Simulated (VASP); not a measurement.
# ZnS (Cm) in VASP: a series of runs

Runs on ZnS. Level: PBE. Tasks: single point.

Program: VASP 6.6.1. These are calculated values, not measurements. Logs are shortened: lines on timing, memory, paths and dates and some standing lists are left out, and cuts for length are marked.

### Step 1. The cell of the first run

Symmetry: Cm, No. 8, monoclinic system. Conventional cell: a = 7.698 Å, b = 7.698 Å, c = 5.443 Å, α = 90.00°, β = 90.00°, γ = 90.00°. Zn (site symmetry m) has 4 S at 2.21 to 2.51 Å within 2.9 Å. Within 3.1 Å of Zn (site symmetry m) lie 4 S at 2.36 Å. Zn (site symmetry 1) has 4 S at 2.36 Å within 3.1 Å. Within 2.9 Å of S (site symmetry m) lie 4 Zn at 2.21 to 2.36 Å. Within 3.1 Å of S (site symmetry m) lie 4 Zn at 2.36 to 2.51 Å. Within 3.1 Å of S (site symmetry 1) lie 4 Zn at 2.36 Å.

### Step 2. Single point, PBE (atom 1 (Zn) moved +0.180 Å towards its neighbour atom 2 (Zn) at 3.849 Å)

Input file INCAR:

```
PREC = Accurate ; ENCUT = 520
EDIFF = 1E-7 ; ISMEAR = 0
SIGMA = 0.05 ; LREAL = False
LASPH = True ; NELM = 100
ALGO = Normal ; ISIF = 2
LWAVE = False ; LCHARG = False
GGA = PE ; NBANDS = 46
```

Input file KPOINTS:

```
regular mesh
0
Gamma
  6 6 6
```

Input file POSCAR:

```
ZnS
1.0
    5.4431279680      0.0000000000      0.0000000000
    0.0000000000     -5.4431279680      0.0000000000
    0.0000000000      0.0000000000     -5.4431279680
Zn S
4 4
Direct
   -0.0233834702     -0.0233834702      0.0000000000
    0.5000000000      0.5000000000      0.0000000000
    0.5000000000      0.0000000000      0.5000000000
    0.0000000000      0.5000000000      0.5000000000
    0.7500000000      0.7500000000      0.7500000000
    0.2500000000      0.2500000000      0.7500000000
    0.2500000000      0.7500000000      0.2500000000
    0.7500000000      0.2500000000      0.2500000000
```

Potentials or basis: VASP PAW PBE potentials, release 64 (Zn, S).

Launch:

```sh
> cat potpaw_PBE.64/Zn/POTCAR potpaw_PBE.64/S/POTCAR > POTCAR
> mpirun -np 1 vasp_std > vasp.out
```

OUTCAR:

```text
PREC = Accurate
   ENCUT = 520
   EDIFF = 1E-7
   ISMEAR = 0
   LREAL = False
   LASPH = True
   NELM = 100
   ISIF = 2
   GGA = PE

 ion  position               nearest neighbor table
   1  0.977  0.977  0.000-   5 2.21   7 2.36   8 2.36   6 2.51
   2  0.500  0.500  0.000-   5 2.36   6 2.36   7 2.36   8 2.36
   3  0.500  0.000  0.500-   5 2.36   6 2.36   7 2.36   8 2.36
   4  0.000  0.500  0.500-   5 2.36   6 2.36   7 2.36   8 2.36
   5  0.750  0.750  0.750-   1 2.21   2 2.36   3 2.36   4 2.36
   6  0.250  0.250  0.750-   2 2.36   3 2.36   4 2.36   1 2.51
   7  0.250  0.750  0.250-   2 2.36   3 2.36   4 2.36   1 2.36
   8  0.750  0.250  0.250-   2 2.36   3 2.36   4 2.36   1 2.36

  LATTYP: Found a simple cubic cell.
 ALAT       =     5.4431279680

  Lattice vectors:

 A1 = (   5.4431279680,   0.0000000000,   0.0000000000)
 A2 = (   0.0000000000,  -5.4431279680,   0.0000000000)
 A3 = (   0.0000000000,   0.0000000000,  -5.4431279680)

Analysis of symmetry for initial positions (statically):
=====================================================================
 Subroutine PRICEL returns:
 Original cell was already a primitive cell.

 Routine SETGRP: Setting up the symmetry group for a
 simple cubic supercell.

 Subroutine GETGRP returns: Found  2 space group operations
 (whereof  2 operations were pure point group operations)
 out of a pool of 48 trial point group operations.

The static configuration has the point symmetry C_1h.

Analysis of symmetry for dynamics (positions and initial velocities):
=====================================================================
 Subroutine PRICEL returns:
 Original cell was already a primitive cell.

 Routine SETGRP: Setting up the symmetry group for a
 simple cubic supercell.

 Subroutine GETGRP returns: Found  2 space group operations
 (whereof  2 operations were pure point group operations)
 out of a pool of 48 trial point group operations.

The dynamic configuration has the point symmetry C_1h.

 Subroutine INISYM returns: Found  2 space group operations
 (whereof  2 operations are pure point group operations),
 and found     1 'primitive' translations

----------------------------------------------------------------------------------------

[... 105 lines left out ...]
   LREAL  =      F    real-space projection
   EDIFFG = 0.1E-05   stopping-criterion for IOM
   NSW    =      0    number of steps for IOM
   IBRION =     -1    ionic relax: 0-MD 1-quasi-New 2-CG
   NFREE  =      0    steps in history (QN), initial steepest desc. (CG)
   ISIF   =      2    stress and relaxation
   ISYM   =      2    0-nonsym 1-usesym 2-fastsym
   POTIM  = 0.5000    time-step for ionic-motion
   TEBEG  =    0.0;   TEEND  =   0.0 temperature during run
   PSTRESS=    0.0 pullay stress
   NELECT =      72.0000    total number of electrons
   NUPDOWN=      -1.0000    fix difference up-down
   EMIN   =  10.00;   EMAX   =-10.00  energy-range for DOS
   EFERMI =   0.00;   METHOD = LEGACY
   ISMEAR =     0;   SIGMA  =   0.05  broadening in eV -4-tet -1-fermi 0-gaus
   EFERMI_NEDOS =   21; number of points for ismear=-14 and -15
   IALGO  =     38    algorithm
   IMIX   =      4    mixing-type and parameters
     AMIX     =   0.40;   BMIX     =  1.00
     AMIX_MAG =   1.60;   BMIX_MAG =  1.00
  volume/ion in A,a.u.               =      20.16       136.04
  Fermi-wavevector in a.u.,A,eV,Ry     =   1.251230  2.364482 21.300959  1.565576
  Thomas-Fermi vector in A             =   2.385187
   LORBIT       =      0    0 simple, 1 ext, 2 COOP (PROOUT), +10 PAW based schemes
   GGA     = PE    functional components
   LHFCALC =     F    Hartree Fock is set to
   AEXX    =    0.0000 exact exchange contribution
   IVDW    =     0    specifies the selected vdW correction
   LEPSILON=     F    determine dielectric tensor
   LRPA    =     F    only Hartree local field effects (RPA)
 non-spin polarized calculation
 Gauss-broadening in eV      SIGMA  =   0.05
  energy-cutoff  :      520.00
  volume of cell :      161.27
 maximum number of plane-waves:      4385
   NGX = 21   NGY = 21   NGZ = 21

 number of electron      71.9999960 magnetization

 Free energy of the ion-electron system (eV)
  ---------------------------------------------------
  ext. energy  EPLUGINS =         0.00000000
  ---------------------------------------------------
  free energy    TOTEN  =       -27.30586801 eV

  energy without entropy =      -27.30586801  energy(sigma->0) =      -27.30586801

 E-fermi :   2.1750     XC(G=0):  -9.5281

 val. band max:        1.9488111402   @ k =   0.0000   0.0000   0.0000
 cond. band min:       3.9197369541   @ k =   0.0000   0.0000   0.0000
 fundamental gap:      1.9709258139
 Fermi energy:         2.1749725939

 k-point     1 :       0.0000    0.0000    0.0000
  band No.  band energies     occupation
      1     -11.1259      2.00000
      2     -10.0813      2.00000
      3      -9.8946      2.00000
      4      -9.7171      2.00000
      5      -4.4694      2.00000
      6      -4.4086      2.00000
[... 1165 lines left out ...]
     45       8.8893      0.00000
     46       9.0158      0.00000

 [... further k-points ...]

------------------------ aborting loop because EDIFF is reached ----------------------------------------

  FORCE on cell =-STRESS in cart. coord.  units (eV):
  Direction    XX          YY          ZZ          XY          YZ          ZX
  --------------------------------------------------------------------------------------
  -------------------------------------------------------------------------------------
  Total        0.3817194      0.3817194      0.5706831     -0.3343384      0.6818767     -0.6818769
  in kB        3.7923569      3.7923569      5.6696987     -3.3216298      6.7743992     -6.7744012
  external PRESSURE =       4.4181375 kB  Pullay stress =       0.0000000 kB

 VOLUME and BASIS-vectors are now :
 -----------------------------------------------------------------------------
  energy-cutoff  :      520.00
  volume of cell :      161.27
      direct lattice vectors                 reciprocal lattice vectors
     5.443127968  0.000000000  0.000000000     0.183717893  0.000000000  0.000000000
     0.000000000 -5.443127968  0.000000000     0.000000000 -0.183717893  0.000000000
     0.000000000  0.000000000 -5.443127968     0.000000000  0.000000000 -0.183717893

 POSITION                                       TOTAL-FORCE (eV/Angst)
 -----------------------------------------------------------------------------------
      5.31585     -5.31585      0.00000         0.843086     -0.843086     -0.350890
      2.72156     -2.72156      0.00000        -0.150800      0.150800      0.005734
      2.72156      0.00000     -2.72156        -0.149846     -0.185464     -0.002556
      0.00000     -2.72156     -2.72156         0.185464      0.149846     -0.002556
      4.08235     -4.08235     -4.08235        -0.469884      0.469884      0.492655
      1.36078     -1.36078     -4.08235        -0.215556      0.215556     -0.185324
      1.36078     -4.08235     -1.36078        -0.044459     -0.001995      0.021468
      4.08235     -1.36078     -1.36078         0.001995      0.044459      0.021468
 -----------------------------------------------------------------------------------
    total drift:                                0.000207     -0.000207     -0.000040

  FREE ENERGIE OF THE ION-ELECTRON SYSTEM (eV)
  ---------------------------------------------------
  free  energy   TOTEN  =       -27.3058680099 eV

  energy  without entropy=      -27.3058680099  energy(sigma->0) =      -27.30586801
```

Wall time 5.5 min (1 thread of Intel Xeon Platinum 8488C (Sapphire Rapids), shared host); peak memory 0.5 GiB.

What came out:

```yaml
Free_energy: -27.3059 eV
Pressure: 0.4 GPa
Largest_force: 1.243 eV/Å
Band_gap_on_the_k_mesh: 1.97 eV
```

Forces on the atoms (eV/Å):
```
Zn   0.843 -0.843 -0.351
Zn  -0.151  0.151  0.006
Zn  -0.150 -0.185 -0.003
Zn   0.185  0.150 -0.003
S   -0.470  0.470  0.493
S   -0.216  0.216 -0.185
S   -0.044 -0.002  0.021
S    0.002  0.044  0.021
```

Caveat: the cell differs from its parent crystal (atom 1 (Zn) moved +0.180 Å towards its neighbour atom 2 (Zn) at 3.849 Å); forces of over 1 eV/Å act on the atoms, so gaps and moduli don't describe the material at rest.

### Step 3. Single point, PBE (atom 1 (Zn) moved +0.360 Å towards its neighbour atom 2 (Zn) at 3.849 Å)

Input file INCAR:

```
PREC     = Accurate       # precision mode
ENCUT    = 520            # plane-wave cutoff, eV
EDIFF    = 1E-6           # SCF threshold, eV
ISMEAR   = 0              # smearing method
SIGMA    = 0.05           # smearing width, eV
LREAL    = F              # projectors in reciprocal space
LASPH    = T              # aspherical terms in the spheres
NELM     = 80             # most SCF steps
ALGO     = Normal         # electronic algorithm
ISIF     = 2              # what is computed and relaxed
LWAVE    = F              # write WAVECAR
LCHARG   = F              # write CHGCAR
GGA      = PE             # functional
NBANDS   = 46             # bands
```

KPOINTS is that of step 2.

POSCAR: that of step 2 with these lines changed.

```diff
@@ -8,3 +8,3 @@
 Direct
-   -0.0233834702     -0.0233834702      0.0000000000
+   -0.0467669404     -0.0467669404      0.0000000000
     0.5000000000      0.5000000000      0.0000000000
```

Potentials or basis: VASP PAW PBE potentials, release 64 (Zn, S).

Launch:

```sh
> cat potpaw_PBE.64/Zn/POTCAR potpaw_PBE.64/S/POTCAR > POTCAR
> mpirun -np 1 vasp_std > vasp.out
```

It took 5.5 min on 1 thread of AMD EPYC 7R43 (Zen 3), shared host; peak memory 0.46 GiB.

It converged, with:

| Quantity | Value |
| --- | --- |
| Free energy | -26.9606 eV |
| Pressure | 1.3 GPa |
| Largest force | 3.115 eV/Å |
| Band gap on the k mesh | 1.89 eV |

Forces on the atoms (eV/Å):
```
Zn   1.931 -1.931 -1.498
Zn  -0.304  0.304  0.021
Zn  -0.297 -0.367 -0.009
Zn   0.367  0.297 -0.009
S   -1.316  1.316  1.556
S   -0.272  0.272 -0.220
S   -0.142 -0.033  0.080
S    0.033  0.142  0.080
```

Stress tensor (GPa, compression positive):
```
 0.99 -1.28 -1.64
-1.28  0.99  1.64
-1.64  1.64  1.91
```

Levels at points of the mesh, in eV from the valence-band top:
```csv
k point,band 32,band 33,band 34,band 35,band 36,band 37,band 38,band 39,band 40,band 41
"(0.00, 0.00, 0.00)",-2.11,-2.00,-0.16,-0.06,0.00,1.89,2.91,3.34,3.73,3.91
"(0.50, 0.00, 0.00)",-2.36,-1.49,-1.44,-1.10,-0.99,4.02,4.29,4.52,4.72,5.38
"(0.00, 0.00, 0.50)",-2.29,-1.29,-1.26,-1.25,-1.10,4.15,4.36,4.44,4.51,5.63
"(0.50, 0.50, 0.00)",-2.17,-1.14,-0.95,-0.84,-0.79,4.65,4.66,4.66,4.69,6.04
"(0.00, 0.50, 0.50)",-2.27,-1.24,-1.06,-0.84,-0.65,4.42,4.57,4.77,4.90,6.11
"(0.50, 0.50, 0.50)",-0.99,-0.80,-0.78,-0.76,-0.50,3.04,3.13,3.18,3.33,6.36
```

Caveat: the cell differs from its parent crystal (atom 1 (Zn) moved +0.360 Å towards its neighbour atom 2 (Zn) at 3.849 Å); forces of over 1 eV/Å act on the atoms, so gaps and moduli don't describe the material at rest.
